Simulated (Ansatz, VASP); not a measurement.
# Two plane-wave programs on Li3S2

```xyz
5
Lattice="3.8803 0.0000 0.0000 0.0000 3.8803 0.0000 0.0000 0.0000 9.8564" Properties=species:S:1:pos:R:3 pbc="T T T"
Li    1.9401    1.9401    4.9282
Li    1.9401    1.9401    8.4368
Li    1.9401    1.9401    1.4196
S     0.0000    1.9401    0.0000
S     1.9401    0.0000    0.0000
```

Alike in both runs: functional PBE; k mesh 4 × 4 × 4; occupations gaussian, width 0.1 eV; no spin polarisation.

Ansatz relaxed the structure, and its values are those at the end. VASP's run is a single point on that final structure, the one shown.

```csv
,VASP,Ansatz
version,VASP 6.6.1,Ansatz 0.2.0
potentials or method,"VASP PAW PBE potentials, release 64 (Li_sv, S), cutoff 520 eV","scalar-relativistic, plane waves, PAW"
valence electrons in the cell,21,21
```

|  | VASP | Ansatz | Ansatz less VASP |
| --- | --- | --- | --- |
| gap on the k mesh at the Fermi level (eV) | none | none | - |
| rms of the force components (eV/Å) | 0.007 | 0.007 | -0.0005 |

A gap of «none» marks a metal or a gap that the smearing closes. The functional is the same, so the differences come from potentials, cutoffs and numerics.

The k mesh is coarse, so the values compare programs but aren't converged. Noted on VASP's run: the cutoff is short for stress, so the pressure is rough.
